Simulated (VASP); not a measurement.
# LiCl (Fm-3m) in VASP: a series of runs

The runs below take LiCl through single point, with PBE.

All numbers are computed with VASP 6.6.1; they aren't measurements. Logs are shortened: lines on timing, memory, paths and dates and some standing lists are left out, and cuts for length are marked.

## 1. The cell of the first run

It takes space group Fm-3m (No. 225, cubic). The conventional cell has a = 5.150 Å, b = 5.150 Å, c = 5.150 Å, α = 90.00°, β = 90.00°, γ = 90.00°. Within 3.4 Å of Li (site symmetry m-3m) lie 6 Cl at 2.58 Å. Within 3.4 Å of Cl (site symmetry m-3m) lie 6 Li at 2.58 Å.

## 2. Single point, PBE

File INCAR:

```
PREC     = Accurate       # precision mode
ENCUT    = 520            # plane-wave cutoff, eV
EDIFF    = 1E-6           # SCF threshold, eV
ISMEAR   = 0              # smearing method
SIGMA    = 0.02           # smearing width, eV
LREAL    = False          # projectors in reciprocal space
LASPH    = True           # aspherical terms in the spheres
NELM     = 100            # most SCF steps
ALGO     = Normal         # electronic algorithm
ISIF     = 2              # what is computed and relaxed
LWAVE    = False          # write WAVECAR
LCHARG   = False          # write CHGCAR
GGA      = PE             # functional
NBANDS   = 12             # bands
```

File KPOINTS:

```
Automatic mesh
0
Gamma
  8 8 8
```

File POSCAR:

```
LiCl
1.0
    0.0000000000      2.5751358841      2.5751358841
    2.5751358841      0.0000000000      2.5751358841
    2.5751358841      2.5751358841      0.0000000000
Li Cl
1 1
Direct
    0.0000000000      0.0000000000      0.0000000000
    0.5000000000      0.5000000000      0.5000000000
```

Potentials or basis: VASP PAW PBE potentials, release 64 (Li_sv, Cl).

The run is started by

```bash
$ cat potpaw_PBE.64/Li_sv/POTCAR potpaw_PBE.64/Cl/POTCAR > POTCAR
$ mpirun -np 1 vasp_std > vasp.out
```

OUTCAR:

```text
PREC = Accurate
   ENCUT = 520
   EDIFF = 1E-6
   ISMEAR = 0
   LREAL = False
   LASPH = True
   NELM = 100
   ISIF = 2
   GGA = PE

 ion  position               nearest neighbor table
   1  0.000  0.000  0.000-   2 2.58   2 2.58   2 2.58   2 2.58   2 2.58   2 2.58
   2  0.500  0.500  0.500-   1 2.58   1 2.58   1 2.58   1 2.58   1 2.58   1 2.58

  LATTYP: Found a face centered cubic cell.
 ALAT       =     5.1502717682

  Lattice vectors:

 A1 = (   0.0000000000,   2.5751358841,   2.5751358841)
 A2 = (   2.5751358841,   0.0000000000,   2.5751358841)
 A3 = (   2.5751358841,   2.5751358841,   0.0000000000)

Analysis of symmetry for initial positions (statically):
=====================================================================
 Subroutine PRICEL returns:
 Original cell was already a primitive cell.

 Routine SETGRP: Setting up the symmetry group for a
 face centered cubic supercell.

 Subroutine GETGRP returns: Found 48 space group operations
 (whereof 48 operations were pure point group operations)
 out of a pool of 48 trial point group operations.

The static configuration has the point symmetry O_h .

Analysis of symmetry for dynamics (positions and initial velocities):
=====================================================================
 Subroutine PRICEL returns:
 Original cell was already a primitive cell.

 Routine SETGRP: Setting up the symmetry group for a
 face centered cubic supercell.

 Subroutine GETGRP returns: Found 48 space group operations
 (whereof 48 operations were pure point group operations)
 out of a pool of 48 trial point group operations.

The dynamic configuration has the point symmetry O_h .

 Subroutine INISYM returns: Found 48 space group operations
 (whereof 48 operations are pure point group operations),
 and found     1 'primitive' translations

----------------------------------------------------------------------------------------

                                     Primitive cell

  volume of cell :      34.1531

  direct lattice vectors                    reciprocal lattice vectors
     0.000000000  2.575135884  2.575135884    -0.194164511  0.194164511  0.194164511
     2.575135884  0.000000000  2.575135884     0.194164511 -0.194164511  0.194164511
     2.575135884  2.575135884  0.000000000     0.194164511  0.194164511 -0.194164511

  length of vectors
     3.641792092  3.641792092  3.641792092     0.336302798  0.336302798  0.336302798

  position of ions in fractional coordinates (direct lattice)
     0.000000000  0.000000000  0.000000000
     0.500000000  0.500000000  0.500000000

  ion indices of the primitive-cell ions
   primitive index   ion index
                 1           1
                 2           2

----------------------------------------------------------------------------------------

 KPOINTS: Automatic mesh

Automatic generation of k-mesh.
 Grid dimensions read from file:
 generate k-points for:    8    8    8

 Generating k-lattice:

  Cartesian coordinates                     Fractional coordinates (reciprocal lattice)
    -0.024270564  0.024270564  0.024270564     0.125000000  0.000000000  0.000000000
     0.024270564 -0.024270564  0.024270564     0.000000000  0.125000000  0.000000000
     0.024270564  0.024270564 -0.024270564     0.000000000  0.000000000  0.125000000

  Length of vectors
     0.042037850  0.042037850  0.042037850

  Shift w.r.t. Gamma in fractional coordinates (k-lattice)
     0.000000000  0.000000000  0.000000000

 Subroutine IBZKPT returns following result:
 ===========================================

 Found     29 irreducible k-points:

 Following reciprocal coordinates:
            Coordinates               Weight
  0.000000  0.000000  0.000000      1.000000
  0.125000  0.000000  0.000000      8.000000
  0.250000  0.000000  0.000000      8.000000
  0.375000  0.000000  0.000000      8.000000
  0.500000  0.000000  0.000000      4.000000
  0.125000  0.125000  0.000000      6.000000
[... 16 lines left out ...]
  0.500000  0.250000  0.125000     48.000000
 -0.375000  0.250000  0.125000     24.000000
 [... further k-points ...]
   k-points           NKPTS =     29   k-points in BZ     NKDIM =     29   number of bands    NBANDS=     12
   number of dos      NEDOS =    301   number of ions     NIONS =      2
   total plane-waves  NPLWV =  21952
   dimension x,y,z NGX =    28 NGY =   28 NGZ =   28
   dimension x,y,z NGXF=    56 NGYF=   56 NGZF=   56
   ions per type =               1   1
   NGX,Y,Z   is equivalent  to a cutoff of  12.78, 12.78, 12.78 a.u.
   NGXF,Y,Z  is equivalent  to a cutoff of  25.56, 25.56, 25.56 a.u.
 SYSTEM =  unknown system
   PREC   = accura    normal or accurate (medium, high low for compatibility)
   ISTART =      0    job   : 0-new  1-cont  2-samecut
   ICHARG =      2    charge: 1-file 2-atom 10-const
   ISPIN  =      1    spin polarized calculation?
   LNONCOLLINEAR =      F non collinear calculations
   LSORBIT =      F    spin-orbit coupling
   LASPH  =      T    aspherical Exc in radial PAW
   ENCUT  =  520.0 eV  38.22 Ry    6.18 a.u.   6.77  6.77  6.77*2*pi/ulx,y,z
   NELM   =    100;   NELMIN=  2; NELMDL= -5     # of ELM steps
   EDIFF  = 0.1E-05   stopping-criterion for ELM
   LREAL  =      F    real-space projection
   EDIFFG = 0.1E-04   stopping-criterion for IOM
   NSW    =      0    number of steps for IOM
   IBRION =     -1    ionic relax: 0-MD 1-quasi-New 2-CG
   NFREE  =      0    steps in history (QN), initial steepest desc. (CG)
   ISIF   =      2    stress and relaxation
   ISYM   =      2    0-nonsym 1-usesym 2-fastsym
   POTIM  = 0.5000    time-step for ionic-motion
   TEBEG  =    0.0;   TEEND  =   0.0 temperature during run
   PSTRESS=    0.0 pullay stress
   NELECT =      10.0000    total number of electrons
   NUPDOWN=      -1.0000    fix difference up-down
   EMIN   =  10.00;   EMAX   =-10.00  energy-range for DOS
   EFERMI =   0.00;   METHOD = LEGACY
   ISMEAR =     0;   SIGMA  =   0.02  broadening in eV -4-tet -1-fermi 0-gaus
   EFERMI_NEDOS =   21; number of points for ismear=-14 and -15
   IALGO  =     38    algorithm
   IMIX   =      4    mixing-type and parameters
     AMIX     =   0.40;   BMIX     =  1.00
     AMIX_MAG =   1.60;   BMIX_MAG =  1.00
  volume/ion in A,a.u.               =      17.08       115.24
  Fermi-wavevector in a.u.,A,eV,Ry     =   1.087088  2.054298 16.078824  1.181760
  Thomas-Fermi vector in A             =   2.223239
   LORBIT       =      0    0 simple, 1 ext, 2 COOP (PROOUT), +10 PAW based schemes
   GGA     = PE    functional components
   LHFCALC =     F    Hartree Fock is set to
   AEXX    =    0.0000 exact exchange contribution
   IVDW    =     0    specifies the selected vdW correction
   LEPSILON=     F    determine dielectric tensor
   LRPA    =     F    only Hartree local field effects (RPA)
 non-spin polarized calculation
 Gauss-broadening in eV      SIGMA  =   0.02
  energy-cutoff  :      520.00
  volume of cell :       34.15
 maximum number of plane-waves:       941
   NGX = 13   NGY = 13   NGZ = 13

 number of electron      10.0000009 magnetization

 Free energy of the ion-electron system (eV)
  ---------------------------------------------------
  ext. energy  EPLUGINS =         0.00000000
  ---------------------------------------------------
  free energy    TOTEN  =        -7.38623853 eV

  energy without entropy =       -7.38623853  energy(sigma->0) =       -7.38623853

 E-fermi :   0.5963     XC(G=0):  -8.6787

 val. band max:        0.4892661933   @ k =   0.0000   0.0000   0.0000
 cond. band min:       6.7603323030   @ k =   0.0000   0.0000   0.0000
 fundamental gap:      6.2710661098
 Fermi energy:         0.5963172814

 k-point     1 :       0.0000    0.0000    0.0000
  band No.  band energies     occupation
      1     -43.0549      2.00000
      2     -12.8653      2.00000
      3       0.4893      2.00000
      4       0.4893      2.00000
      5       0.4893      2.00000
      6       6.7603      0.00000
      7      12.4174      0.00000
      8      12.4174      0.00000
      9      12.4174      0.00000
     10      14.9446      0.00000
     11      14.9447      0.00000
     12      14.9447      0.00000

 k-point     2 :       0.1250    0.0000    0.0000
  band No.  band energies     occupation
      1     -43.0545      2.00000
      2     -12.7918      2.00000
      3      -0.0275      2.00000
      4       0.4492      2.00000
      5       0.4492      2.00000
      6       7.2206      0.00000
      7      11.6272      0.00000
      8      12.3082      0.00000
      9      12.3082      0.00000
     10      13.5591      0.00000
     11      13.5591      0.00000
     12      15.4075      0.00000

 k-point     3 :       0.2500    0.0000    0.0000
  band No.  band energies     occupation
      1     -43.0536      2.00000
      2     -12.6045      2.00000
      3      -1.0627      2.00000
      4       0.3574      2.00000
      5       0.3575      2.00000
      6       7.6685      0.00000
      7      11.1663      0.00000
      8      11.1663      0.00000
      9      11.4208      0.00000
     10      14.4115      0.00000
     11      14.4115      0.00000
     12      15.9691      0.00000
[... 286 lines left out ...]
 k-point    23 :       0.5000    0.2500    0.1250
  band No.  band energies     occupation
      1     -43.0523      2.00000
      2     -12.2772      2.00000
      3      -1.7803      2.00000
      4      -0.6922      2.00000
      5       0.0103      2.00000
      6       8.8486      0.00000
      7       9.8515      0.00000
      8      10.8245      0.00000
      9      11.8120      0.00000
     10      14.8498      0.00000
     11      17.9108      0.00000
     12      18.2901      0.00000

 k-point    24 :      -0.3750    0.2500    0.1250
  band No.  band energies     occupation
      1     -43.0520      2.00000
      2     -12.2012      2.00000
      3      -2.0057      2.00000
      4      -0.7863      2.00000
      5      -0.0763      2.00000
      6       8.6771      0.00000
      7       9.7954      0.00000
      8      11.0094      0.00000
      9      12.1676      0.00000
     10      15.9654      0.00000
     11      16.5365      0.00000
     12      18.5970      0.00000

 [... further k-points ...]
[... 5 lines left out ...]
  --------------------------------------------------------------------------------------
  -------------------------------------------------------------------------------------
  Total       -0.0193943     -0.0193943     -0.0193943      0.0000000      0.0000000     -0.0000000
  in kB       -0.9098160     -0.9098160     -0.9098160      0.0000000      0.0000000     -0.0000000
  external PRESSURE =      -0.9098160 kB  Pullay stress =       0.0000000 kB

 VOLUME and BASIS-vectors are now :
 -----------------------------------------------------------------------------
  energy-cutoff  :      520.00
  volume of cell :       34.15
      direct lattice vectors                 reciprocal lattice vectors
     0.000000000  2.575135884  2.575135884    -0.194164511  0.194164511  0.194164511
     2.575135884  0.000000000  2.575135884     0.194164511 -0.194164511  0.194164511
     2.575135884  2.575135884  0.000000000     0.194164511  0.194164511 -0.194164511

 POSITION                                       TOTAL-FORCE (eV/Angst)
 -----------------------------------------------------------------------------------
      0.00000      0.00000      0.00000         0.000000     -0.000000      0.000000
      2.57514      2.57514      2.57514        -0.000000      0.000000     -0.000000
 -----------------------------------------------------------------------------------
    total drift:                                0.000000      0.000000      0.000000

  FREE ENERGIE OF THE ION-ELECTRON SYSTEM (eV)
  ---------------------------------------------------
  free  energy   TOTEN  =        -7.3862385274 eV

  energy  without entropy=       -7.3862385274  energy(sigma->0) =       -7.38623853
```

Run time: 12 s. Hardware: 1 thread of Intel Xeon 6975P-C, shared host; peak memory 0.15 GiB.

What came out:

```yaml
Free_energy: -7.3862 eV
Band_gap_on_the_k_mesh: 6.27 eV, direct
```

Caveat: the cutoff is under 1.25 times the usual one of these potentials, so pressure, stress and relaxed cells hold a basis-set (Pulay) error.

## 3. Single point, PBE

This run uses another cell than the first one, of 16.87 Å³/atom, 0.988 times its volume.

File INCAR:

```
SYSTEM = LiCl
PREC = Accurate
ENCUT = 520
EDIFF = 1E-6
ISMEAR = 0
SIGMA = 0.02
LREAL = .False.
LASPH = .True.
NELM = 80
ALGO = Normal
ISIF = 2
LWAVE = .False.
LCHARG = .False.
GGA = PE
NBANDS = 12
```

File KPOINTS:

```
Automatic mesh
0
Gamma
  8 8 8
  0 0 0
```

File POSCAR:

```
LiCl
1.0
    0.0000000000      2.5647700000      2.5647700000
    2.5647700000      0.0000000000      2.5647700000
    2.5647700000      2.5647700000      0.0000000000
Li Cl
1 1
Direct
    0.0000000000      0.0000000000      0.0000000000
    0.5000000000      0.5000000000      0.5000000000
```

Potentials or basis: VASP PAW PBE potentials, release 64 (Li_sv, Cl).

The run is started by

```bash
$ cat potpaw_PBE.64/Li_sv/POTCAR potpaw_PBE.64/Cl/POTCAR > POTCAR
$ mpirun -np 1 vasp_std > vasp.out
```

OUTCAR:

```text
SYSTEM = LiCl
   PREC = Accurate
   ENCUT = 520
   EDIFF = 1E-6
   ISMEAR = 0
   LREAL = .False.
   LASPH = .True.
   NELM = 80
   ISIF = 2
   GGA = PE

 ion  position               nearest neighbor table
   1  0.000  0.000  0.000-   2 2.56   2 2.56   2 2.56   2 2.56   2 2.56   2 2.56
   2  0.500  0.500  0.500-   1 2.56   1 2.56   1 2.56   1 2.56   1 2.56   1 2.56

  LATTYP: Found a face centered cubic cell.
 ALAT       =     5.1295400000

  Lattice vectors:

 A1 = (   0.0000000000,   2.5647700000,   2.5647700000)
 A2 = (   2.5647700000,   0.0000000000,   2.5647700000)
 A3 = (   2.5647700000,   2.5647700000,   0.0000000000)
[... 537 lines left out ...]
      9      12.3373      0.00000
     10      16.1136      0.00000
     11      16.7076      0.00000
     12      18.7632      0.00000

 [... further k-points ...]
[... 5 lines left out ...]
  --------------------------------------------------------------------------------------
  -------------------------------------------------------------------------------------
  Total        0.0633229      0.0633229      0.0633229      0.0000000     -0.0000000      0.0000000
  in kB        3.0067404      3.0067404      3.0067404      0.0000000     -0.0000000      0.0000000
  external PRESSURE =       3.0067404 kB  Pullay stress =       0.0000000 kB

 VOLUME and BASIS-vectors are now :
 -----------------------------------------------------------------------------
  energy-cutoff  :      520.00
  volume of cell :       33.74
      direct lattice vectors                 reciprocal lattice vectors
     0.000000000  2.564770000  2.564770000    -0.194949255  0.194949255  0.194949255
     2.564770000  0.000000000  2.564770000     0.194949255 -0.194949255  0.194949255
     2.564770000  2.564770000  0.000000000     0.194949255  0.194949255 -0.194949255

 POSITION                                       TOTAL-FORCE (eV/Angst)
 -----------------------------------------------------------------------------------
      0.00000      0.00000      0.00000        -0.000000      0.000000      0.000000
      2.56477      2.56477      2.56477         0.000000     -0.000000     -0.000000
 -----------------------------------------------------------------------------------
    total drift:                                0.000000      0.000000      0.000000

  FREE ENERGIE OF THE ION-ELECTRON SYSTEM (eV)
  ---------------------------------------------------
  free  energy   TOTEN  =        -7.3857623222 eV

  energy  without entropy=       -7.3857623222  energy(sigma->0) =       -7.38576232
```

stdout:

```text
POSCAR found type information on POSCAR LiCl
 POSCAR found :  2 types and       2 ions
 scaLAPACK will be used
 LDA part: xc-table for (Slater+PW92), standard interpolation
 POSCAR, INCAR and KPOINTS ok, starting setup
 FFT: planning ... GRIDC
 FFT: planning ... GRID_SOFT
 FFT: planning ... GRID
 WAVECAR not read
 entering main loop
```

Wall time 9.8 s (1 thread of Intel Xeon 6975P-C, shared host); peak memory 0.15 GiB.

What came out:

* Free energy: -7.3858 eV
* Band gap on the k mesh: 6.34 eV, direct

Caveat: the cutoff is under 1.25 times the usual one of these potentials, so pressure, stress and relaxed cells hold a basis-set (Pulay) error. A k mesh can miss the band edges.

## 4. Single point, PBE (volume scaled by 1.03)

File INCAR:

```
SYSTEM = LiCl
  PREC = Accurate
  ENCUT = 520
  EDIFF = 1E-6
  ISMEAR = 0
  SIGMA = 0.02
  LREAL = .False.
  LASPH = .True.
  NELM = 60
  ALGO = Normal
  ISIF = 2
  LWAVE = .False.
  LCHARG = .False.
  GGA = PE
  NBANDS = 12
```

KPOINTS is that of step 3.

File POSCAR:

```
LiCl
1.0
    0.0000000000      2.6006339373      2.6006339373
    2.6006339373      0.0000000000      2.6006339373
    2.6006339373      2.6006339373      0.0000000000
Li Cl
1 1
Direct
    0.0000000000      0.0000000000      0.0000000000
    0.5000000000      0.5000000000      0.5000000000
```

The run is started by

```bash
$ cat potpaw_PBE.64/Li_sv/POTCAR potpaw_PBE.64/Cl/POTCAR > POTCAR
$ mpirun -np 1 vasp_std > vasp.out
```

Wall time 11 s (1 thread of Intel Xeon 6975P-C, shared host); peak memory 0.15 GiB.

It converged, with:

| Quantity | Value |
| --- | --- |
| Free energy | -7.3833 eV |
| Band gap on the k mesh | 6.11 eV, direct |

Levels at points of the mesh, in eV from the valence-band top:
```
           k point  band 1  band 2  band 3  band 4  band 5  band 6  band 7  band 8  band 9  band 10
(0.00, 0.00, 0.00)  -43.60  -13.26    0.00    0.00    0.00    6.11   11.90   11.90   11.90    14.28
(0.50, 0.00, 0.00)  -43.60  -12.74   -2.65   -0.24   -0.24    6.71    9.48    9.48   12.55    16.62
(0.50, 0.50, 0.00)  -43.60  -12.52   -2.71   -1.03   -1.03    7.79    8.35   12.09   13.80    13.80
```

Caveat: the cell differs from its parent crystal (volume scaled by 1.03); the cutoff is under 1.25 times the usual one of these potentials, so pressure, stress and relaxed cells hold a basis-set (Pulay) error. A k mesh can miss the band edges.

## 5. The runs side by side

```csv
cell,gap on the mesh (eV)
"a = 3.642 Å, angles 60.0°, 2 atoms",6.27
"a = 3.627 Å, angles 60.0°, 2 atoms",6.34
"a = 3.678 Å, angles 60.0°, 2 atoms",6.11
```

Alike in all rows: task single point; level PBE; potentials or basis VASP PAW PBE potentials, release 64 (Li_sv, Cl); no spin polarisation; k mesh 8 × 8 × 8; cutoff (eV) 520; smearing gaussian 0.02 eV.

Caveats: the cutoff is under 1.25 times the usual one of these potentials, so pressure, stress and relaxed cells hold a basis-set (Pulay) error.

Absolute energies hang on the potentials; compare differences alone.
